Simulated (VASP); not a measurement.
# Al3P2 (R-3m) in VASP: notebook

Runs on Al3P2. Level: PBE. Tasks: single point, relaxation of cell and atoms.

Everything below comes from runs of VASP 6.6.1. Logs are shortened: lines on timing, memory, paths and dates and some standing lists are left out, and cuts for length are marked.

**1. The cell of the first run**

The structure is trigonal, space group R-3m (No. 166). Conventional cell: a = 3.592 Å, b = 3.592 Å, c = 23.272 Å, α = 90.00°, β = 90.00°, γ = 120.00°. Within 3.6 Å of Al (site symmetry -3m) lie 6 P at 2.55 Å and 12 Al at 3.52 to 3.59 Å. Al (site symmetry 3m) has 3 P at 2.48 Å and 3 Al at 2.92 Å within 3.3 Å. Within 3.3 Å of P (site symmetry 3m) lie 6 Al at 2.48 to 2.55 Å.

The cell was built from a structure type or drawn by symmetry, and may not be a known phase.

**2. Single point, PBE**

INCAR reads:

```
ALGO = Normal ; EDIFF = 1E-7
ENCUT = 520 ; GGA = PE
ISIF = 2 ; ISMEAR = 0
LASPH = True ; LCHARG = False
LREAL = False ; LWAVE = False
NBANDS = 18 ; NELM = 60
PREC = Accurate ; SIGMA = 0.1
```

KPOINTS reads:

```
k-points
0
Gamma
  12 12 12
```

POSCAR reads:

```
Al3P2
1.0
    1.7959898608      1.0369152296      7.7574519128
   -1.7959898608      1.0369152296      7.7574519128
    0.0000000000     -2.0738304592      7.7574519128
Al P
3 2
Direct
    0.0000000000      0.0000000000      0.0000000000
    0.2109009558      0.2109009558      0.2109009558
    0.7890990442      0.7890990442      0.7890990442
    0.3973847592      0.3973847592      0.3973847592
    0.6026152408      0.6026152408      0.6026152408
```

Potentials or basis: VASP PAW PBE potentials, release 64 (Al, P).

On the command line:

```sh
$ cat potpaw_PBE.64/Al/POTCAR potpaw_PBE.64/P/POTCAR > POTCAR
$ mpirun -np 1 vasp_std > vasp.out
```

OUTCAR:

```text
EDIFF = 1E-7
   ENCUT = 520
   GGA = PE
   ISIF = 2
   ISMEAR = 0
   LASPH = True
   LREAL = False
   NELM = 60
   PREC = Accurate

 ion  position               nearest neighbor table
   1  0.000  0.000  0.000-   5 2.55   5 2.55   4 2.55   4 2.55   5 2.55   4 2.55
   2  0.211  0.211  0.211-   5 2.48   5 2.48   5 2.48   3 2.92   3 2.92   3 2.92
   3  0.789  0.789  0.789-   4 2.48   4 2.48   4 2.48   2 2.92   2 2.92   2 2.92
   4  0.397  0.397  0.397-   3 2.48   3 2.48   3 2.48   1 2.55   1 2.55   1 2.55
   5  0.603  0.603  0.603-   2 2.48   2 2.48   2 2.48   1 2.55   1 2.55   1 2.55

  LATTYP: Found a trigonal (rhomboedric) cell.
 ALAT       =     8.0298712912
 COS(alpha) =     0.8999491947

  Lattice vectors:

 A1 = (   1.7959898608,   1.0369152296,   7.7574519128)
 A2 = (  -1.7959898608,   1.0369152296,   7.7574519128)
 A3 = (   0.0000000000,  -2.0738304592,   7.7574519128)

Analysis of symmetry for initial positions (statically):
=====================================================================
 Subroutine PRICEL returns:
 Original cell was already a primitive cell.

 Routine SETGRP: Setting up the symmetry group for a
 trigonal (rhombohedral) supercell.

 Subroutine GETGRP returns: Found 12 space group operations
 (whereof 12 operations were pure point group operations)
 out of a pool of 12 trial point group operations.

The static configuration has the point symmetry D_3d.

Analysis of symmetry for dynamics (positions and initial velocities):
=====================================================================
 Subroutine PRICEL returns:
 Original cell was already a primitive cell.

 Routine SETGRP: Setting up the symmetry group for a
 trigonal (rhombohedral) supercell.

 Subroutine GETGRP returns: Found 12 space group operations
 (whereof 12 operations were pure point group operations)
 out of a pool of 12 trial point group operations.

The dynamic configuration has the point symmetry D_3d.

 Subroutine INISYM returns: Found 12 space group operations
 (whereof 12 operations are pure point group operations),
 and found     1 'primitive' translations

----------------------------------------------------------------------------------------

                                     Primitive cell

  volume of cell :      86.6797

  direct lattice vectors                    reciprocal lattice vectors
     1.795989861  1.036915230  7.757451913     0.278398008  0.160733165  0.042969436
    -1.795989861  1.036915230  7.757451913    -0.278398008  0.160733165  0.042969436
     0.000000000 -2.073830459  7.757451913     0.000000000 -0.321466330  0.042969436

  length of vectors
     8.029871291  8.029871291  8.029871291     0.324325413  0.324325413  0.324325413

  position of ions in fractional coordinates (direct lattice)
     0.000000000  0.000000000  0.000000000
     0.210900956  0.210900956  0.210900956
     0.789099044  0.789099044  0.789099044
     0.397384759  0.397384759  0.397384759
     0.602615241  0.602615241  0.602615241

  ion indices of the primitive-cell ions
   primitive index   ion index
                 1           1
                 2           2
                 3           3
                 4           4
                 5           5

----------------------------------------------------------------------------------------

 KPOINTS: k-points

Automatic generation of k-mesh.
 Grid dimensions read from file:
 generate k-points for:   12   12   12

 Generating k-lattice:

  Cartesian coordinates                     Fractional coordinates (reciprocal lattice)
     0.023199834  0.013394430  0.003580786     0.083333333  0.000000000  0.000000000
    -0.023199834  0.013394430  0.003580786     0.000000000  0.083333333  0.000000000
     0.000000000 -0.026788861  0.003580786     0.000000000  0.000000000  0.083333333

  Length of vectors
     0.027027118  0.027027118  0.027027118

  Shift w.r.t. Gamma in fractional coordinates (k-lattice)
     0.000000000  0.000000000  0.000000000

 Subroutine IBZKPT returns following result:
 ===========================================

 Found    189 irreducible k-points:

 Following reciprocal coordinates:
            Coordinates               Weight
  0.000000  0.000000  0.000000      1.000000
  0.083333 -0.000000  0.000000      6.000000
  0.166667 -0.000000  0.000000      6.000000
  0.250000 -0.000000  0.000000      6.000000
  0.333333 -0.000000 -0.000000      6.000000
  0.416667  0.000000 -0.000000      6.000000
[... 16 lines left out ...]
  0.500000  0.166667 -0.000000     12.000000
 -0.416667  0.166667 -0.000000     12.000000
 [... further k-points ...]
   k-points           NKPTS =    189   k-points in BZ     NKDIM =    189   number of bands    NBANDS=     18
   number of dos      NEDOS =    301   number of ions     NIONS =      5
   total plane-waves  NPLWV = 216000
   dimension x,y,z NGX =    60 NGY =   60 NGZ =   60
   dimension x,y,z NGXF=   120 NGYF=  120 NGZF=  120
   ions per type =               3   2
   NGX,Y,Z   is equivalent  to a cutoff of  12.42, 12.42, 12.42 a.u.
   NGXF,Y,Z  is equivalent  to a cutoff of  24.84, 24.84, 24.84 a.u.
 SYSTEM =  unknown system
   PREC   = accura    normal or accurate (medium, high low for compatibility)
   ISTART =      0    job   : 0-new  1-cont  2-samecut
   ICHARG =      2    charge: 1-file 2-atom 10-const
   ISPIN  =      1    spin polarized calculation?
   LNONCOLLINEAR =      F non collinear calculations
   LSORBIT =      F    spin-orbit coupling
   LASPH  =      T    aspherical Exc in radial PAW
   ENCUT  =  520.0 eV  38.22 Ry    6.18 a.u.  14.93 14.93 14.93*2*pi/ulx,y,z
   NELM   =     60;   NELMIN=  2; NELMDL= -5     # of ELM steps
   EDIFF  = 0.1E-06   stopping-criterion for ELM
   LREAL  =      F    real-space projection
   EDIFFG = 0.1E-05   stopping-criterion for IOM
   NSW    =      0    number of steps for IOM
   IBRION =     -1    ionic relax: 0-MD 1-quasi-New 2-CG
   NFREE  =      0    steps in history (QN), initial steepest desc. (CG)
   ISIF   =      2    stress and relaxation
   ISYM   =      2    0-nonsym 1-usesym 2-fastsym
   POTIM  = 0.5000    time-step for ionic-motion
   TEBEG  =    0.0;   TEEND  =   0.0 temperature during run
   PSTRESS=    0.0 pullay stress
   NELECT =      19.0000    total number of electrons
   NUPDOWN=      -1.0000    fix difference up-down
   EMIN   =  10.00;   EMAX   =-10.00  energy-range for DOS
   EFERMI =   0.00;   METHOD = LEGACY
   ISMEAR =     0;   SIGMA  =   0.10  broadening in eV -4-tet -1-fermi 0-gaus
   EFERMI_NEDOS =   21; number of points for ismear=-14 and -15
   IALGO  =     38    algorithm
   IMIX   =      4    mixing-type and parameters
     AMIX     =   0.40;   BMIX     =  1.00
     AMIX_MAG =   1.60;   BMIX_MAG =  1.00
  volume/ion in A,a.u.               =      17.34       116.99
  Fermi-wavevector in a.u.,A,eV,Ry     =   0.987083  1.865316 13.256595  0.974332
  Thomas-Fermi vector in A             =   2.118511
   LORBIT       =      0    0 simple, 1 ext, 2 COOP (PROOUT), +10 PAW based schemes
   GGA     = PE    functional components
   LHFCALC =     F    Hartree Fock is set to
   AEXX    =    0.0000 exact exchange contribution
   IVDW    =     0    specifies the selected vdW correction
   LEPSILON=     F    determine dielectric tensor
   LRPA    =     F    only Hartree local field effects (RPA)
 non-spin polarized calculation
 Gauss-broadening in eV      SIGMA  =   0.10
  energy-cutoff  :      520.00
  volume of cell :       86.68
 maximum number of plane-waves:      2366
   NGX = 29   NGY = 29   NGZ = 29

 number of electron      19.0000001 magnetization

 Free energy of the ion-electron system (eV)
  ---------------------------------------------------
  ext. energy  EPLUGINS =         0.00000000
  ---------------------------------------------------
  free energy    TOTEN  =       -23.20946595 eV

  energy without entropy =      -23.20244812  energy(sigma->0) =      -23.20595703

 E-fermi :   7.2918     XC(G=0): -10.1103

 val. band max:        7.2893829806   @ k =  -0.4167   0.1667  -0.0000
 cond. band min:       7.2987043533   @ k =  -0.2500  -0.4167   0.0833
 fundamental gap:      0.0093213726
 Fermi energy:         7.2918372535

 k-point     1 :       0.0000    0.0000    0.0000
  band No.  band energies     occupation
      1      -5.9482      2.00000
      2      -4.6086      2.00000
      3      -0.9887      2.00000
      4       3.9487      2.00000
      5       4.2493      2.00000
      6       6.5187      2.00000
[... 10 lines left out ...]
     17      13.4755      0.00000
     18      14.1483      0.00000

 k-point     2 :       0.0833   -0.0000    0.0000
  band No.  band energies     occupation
      1      -5.8562      2.00000
      2      -4.5302      2.00000
      3      -0.8816      2.00000
      4       3.8632      2.00000
      5       4.3742      2.00000
      6       5.7847      2.00000
[... 10 lines left out ...]
     17      13.2663      0.00000
     18      13.8252      0.00000

 k-point     3 :       0.1667   -0.0000    0.0000
  band No.  band energies     occupation
      1      -5.5835      2.00000
      2      -4.3005      2.00000
      3      -0.5616      2.00000
      4       3.5003      2.00000
      5       4.3717      2.00000
      6       4.7129      2.00000
[... 10 lines left out ...]
     17      13.1001      0.00000
     18      13.2613      0.00000

 k-point     4 :       0.2500   -0.0000    0.0000
  band No.  band energies     occupation
      1      -5.1421      2.00000
      2      -3.9412      2.00000
      3      -0.0342      2.00000
      4       2.3871      2.00000
      5       3.3953      2.00000
      6       4.5376      2.00000
[... 375 lines left out ...]
      4       1.3633      2.00000
      5       2.1426      2.00000
      6       3.4259      2.00000
[... 10 lines left out ...]
     17      13.2887      0.00000
     18      13.7997      0.00000

 k-point    23 :       0.5000    0.1667   -0.0000
  band No.  band energies     occupation
      1      -3.7026      2.00000
      2      -3.0472      2.00000
      3       0.3385      2.00000
      4       1.3433      2.00000
      5       2.1776      2.00000
      6       2.9314      2.00000
[... 10 lines left out ...]
     17      14.4798      0.00000
     18      14.8584      0.00000

 k-point    24 :      -0.4167    0.1667   -0.0000
  band No.  band energies     occupation
      1      -3.3663      2.00000
      2      -2.9610      2.00000
      3       0.0302      2.00000
      4       1.1054      2.00000
      5       2.6348      2.00000
      6       2.6899      2.00000
[... 10 lines left out ...]
     17      14.9069      0.00000
     18      14.9794      0.00000

 [... further k-points ...]
[... 5 lines left out ...]
  --------------------------------------------------------------------------------------
  -------------------------------------------------------------------------------------
  Total       -0.0300503     -0.0300503     -0.0358146     -0.0000000     -0.0000000      0.0000000
  in kB       -0.5554457     -0.5554457     -0.6619930     -0.0000000     -0.0000000      0.0000000
  external PRESSURE =      -0.5909615 kB  Pullay stress =       0.0000000 kB

 VOLUME and BASIS-vectors are now :
 -----------------------------------------------------------------------------
  energy-cutoff  :      520.00
  volume of cell :       86.68
      direct lattice vectors                 reciprocal lattice vectors
     1.795989861  1.036915230  7.757451913     0.278398008  0.160733165  0.042969436
    -1.795989861  1.036915230  7.757451913    -0.278398008  0.160733165  0.042969436
     0.000000000 -2.073830459  7.757451913     0.000000000 -0.321466330  0.042969436

 POSITION                                       TOTAL-FORCE (eV/Angst)
 -----------------------------------------------------------------------------------
      0.00000      0.00000      0.00000        -0.000000      0.000000     -0.000000
      0.00000      0.00000      4.90816         0.000000      0.000000      0.004020
      0.00000      0.00000     18.36419         0.000000     -0.000000     -0.004020
      0.00000      0.00000      9.24808         0.000000      0.000000     -0.001470
      0.00000      0.00000     14.02428         0.000000     -0.000000      0.001470
 -----------------------------------------------------------------------------------
    total drift:                                0.000000      0.000000      0.000000

  FREE ENERGIE OF THE ION-ELECTRON SYSTEM (eV)
  ---------------------------------------------------
  free  energy   TOTEN  =       -23.2094659484 eV

  energy  without entropy=      -23.2024481158  energy(sigma->0) =      -23.20595703
```

It took 15 min on 1 thread of Intel Xeon Platinum 8488C (Sapphire Rapids), shared host; peak memory 0.6 GiB.

Results:

```yaml
Free_energy: -23.2095 eV
Pressure: -0.1 GPa
Largest_force: 0.004 eV/Å
Band_gap_on_the_k_mesh: zero (an odd number of electrons rules out a gap without spin polarisation)
```

Forces in eV/Å, atoms in the order of the input:
```
Al   0.000  0.000  0.000
Al   0.000  0.000  0.004
Al   0.000  0.000 -0.004
P    0.000  0.000 -0.001
P    0.000  0.000  0.001
```

Levels at points of the mesh, in eV from the Fermi level:
| k point | band 7 | band 8 | band 9 | band 10 | band 11 | band 12 |
| --- | --- | --- | --- | --- | --- | --- |
| (0.00, 0.00, 0.00) | -0.77 | -0.56 | -0.56 | 3.12 | 3.29 | 3.29 |
| (0.50, 0.00, 0.00) | -2.71 | -2.02 | -1.94 | -0.42 | 0.18 | 1.05 |
| (0.50, 0.50, 0.00) | -2.82 | -2.36 | -1.72 | -1.64 | 1.06 | 1.71 |
| (0.50, 0.50, 0.50) | -0.48 | -0.48 | -0.11 | 2.72 | 2.99 | 3.03 |

**3. Relaxation of cell and atoms, PBE**

INCAR reads:

```
PREC     = Accurate       # precision mode
ENCUT    = 600            # plane-wave cutoff, eV
EDIFF    = 1E-7           # SCF threshold, eV
ISMEAR   = 0              # smearing method
SIGMA    = 0.1            # smearing width, eV
LREAL    = False          # projectors in reciprocal space
LASPH    = True           # aspherical terms in the spheres
NELM     = 100            # most SCF steps
ALGO     = Normal         # electronic algorithm
ISIF     = 3              # what is computed and relaxed
LWAVE    = False          # write WAVECAR
LCHARG   = False          # write CHGCAR
GGA      = PE             # functional
IBRION   = 2              # ionic algorithm
NSW      = 100            # ionic steps
EDIFFG   = -0.01          # ionic threshold
```

KPOINTS reads:

```
Automatic mesh
0
Gamma
  12 12 12
```

POSCAR reads:

```
Al3P2
1.0
    1.8048129707      1.0420092545      7.6847190659
   -1.8048129707      1.0420092545      7.6847190659
    0.0000000000     -2.0840185090      7.6847190659
Al P
3 2
Direct
    0.0000000000      0.0000000000      0.0000000000
    0.2108983760      0.2108983760      0.2108983760
    0.7891016240      0.7891016240      0.7891016240
    0.3974407074      0.3974407074      0.3974407074
    0.6025592926      0.6025592926      0.6025592926
```

Potentials or basis: VASP PAW PBE potentials, release 64 (Al, P).

On the command line:

```sh
$ cat potpaw_PBE.64/Al/POTCAR potpaw_PBE.64/P/POTCAR > POTCAR
$ mpirun -np 1 vasp_std > vasp.out
```

Wall time 44 min (1 thread of Intel Xeon Platinum 8488C (Sapphire Rapids), shared host); peak memory 0.73 GiB.

Results (log left out):

| Quantity | Value |
| --- | --- |
| Free energy | -23.2101 eV |
| Relaxed volume | 17.32 Å³/atom |
| Relaxed cell | a = 8.028 Å, b = 8.028 Å, c = 8.028 Å, α = 25.85°, β = 25.85°, γ = 25.85° |
| Space group after relaxing (to 0.1 Å) | R-3m (No. 166) |
| Energy gained by relaxing | 0.8 meV/atom |
| Ionic steps | 5 |
| Pressure after relaxing | 0.0 GPa |
| Largest force after relaxing | 0.008 eV/Å |
| Band gap on the k mesh | zero (an odd number of electrons rules out a gap without spin polarisation) |

Forces in eV/Å, atoms in the order of the input:
```
Al   0.000  0.000  0.000
Al   0.000  0.000  0.008
Al   0.000  0.000 -0.008
P    0.000  0.000 -0.008
P    0.000  0.000  0.008
```

The path:
| step | energy change (eV) | largest force (eV/Å) | pressure (GPa) | volume (Å³) |
| --- | --- | --- | --- | --- |
| 1 | 0.0000 | 0.0196 | -0.04 | 86.71 |
| 2 | -0.0033 | 0.0050 | -0.01 | 86.65 |
| 3 | -0.0040 | 0.0117 | 0.01 | 86.60 |
| 4 | -0.0040 | 0.0123 | 0.01 | 86.60 |
| 5 | -0.0040 | 0.0085 | 0.01 | 86.61 |

Final structure:
```cif
data_structure
_symmetry_space_group_name_H-M 'P 1'
_symmetry_Int_Tables_number 1
_cell_length_a 8.0276
_cell_length_b 8.0276
_cell_length_c 8.0276
_cell_angle_alpha 25.850
_cell_angle_beta 25.850
_cell_angle_gamma 25.850
_cell_volume 86.61
loop_
_atom_site_label
_atom_site_type_symbol
_atom_site_fract_x
_atom_site_fract_y
_atom_site_fract_z
_atom_site_occupancy
Al1 Al 0.00000 0.00000 0.00000 1
Al2 Al 0.21085 0.21085 0.21085 1
Al3 Al 0.78915 0.78915 0.78915 1
P1 P 0.39743 0.39743 0.39743 1
P2 P 0.60257 0.60257 0.60257 1
```

Levels at points of the mesh, in eV from the Fermi level:
| k point | band 6 | band 7 | band 8 | band 9 | band 10 | band 11 | band 12 | band 13 |
| --- | --- | --- | --- | --- | --- | --- | --- | --- |
| (0.00, 0.00, 0.00) | -0.77 | -0.77 | -0.56 | -0.56 | 3.13 | 3.30 | 3.30 | 3.52 |
| (0.50, 0.00, 0.00) | -4.14 | -2.71 | -2.02 | -1.94 | -0.42 | 0.18 | 1.05 | 3.48 |
| (0.50, 0.50, 0.00) | -3.92 | -2.82 | -2.36 | -1.72 | -1.64 | 1.07 | 1.71 | 1.81 |
| (0.50, 0.50, 0.50) | -0.84 | -0.47 | -0.47 | -0.11 | 2.73 | 3.00 | 3.03 | 3.03 |
